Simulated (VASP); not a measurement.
Runs of VASP 6.6.1 on Fe. It takes space group Fm-3m (No. 225, cubic). The conventional cell has a = 3.405 Å, b = 3.405 Å, c = 3.405 Å, α = 90.00°, β = 90.00°, γ = 90.00°. Fe (site symmetry m-3m) has 12 Fe at 2.41 Å within 3.2 Å. This isn't the form of Fe at room conditions, which is bcc.

```tsv
task	cell	k mesh	cutoff (eV)	gap on the mesh (eV)	pressure (GPa)	relaxed volume (Å³/atom)
single point	as given	28 × 28 × 28	520	none	-0.4	-
single point	as given	8 × 8 × 8	520	none	(a)	-
relaxation of cell and atoms	relaxed	8 × 8 × 8	600	none	0.1	9.84
relaxation of cell and atoms	relaxed	28 × 28 × 28	600	none	0.0	9.85
```

Alike in all rows: level PBEsol; potentials or basis VASP PAW PBE potentials, release 64 (Fe); no spin polarisation; smearing gaussian 0.1 eV.

**Question.** Estimate the missing entries.

**Answer.** (a) -0.8.

Caveats: some runs use coarse meshes; the PAW data sets were made with another functional, which shifts forces and pressure a little; the run has no spin polarisation, though such a crystal can be magnetic.

A gap of «none» marks levels without a gap at the run's occupations.
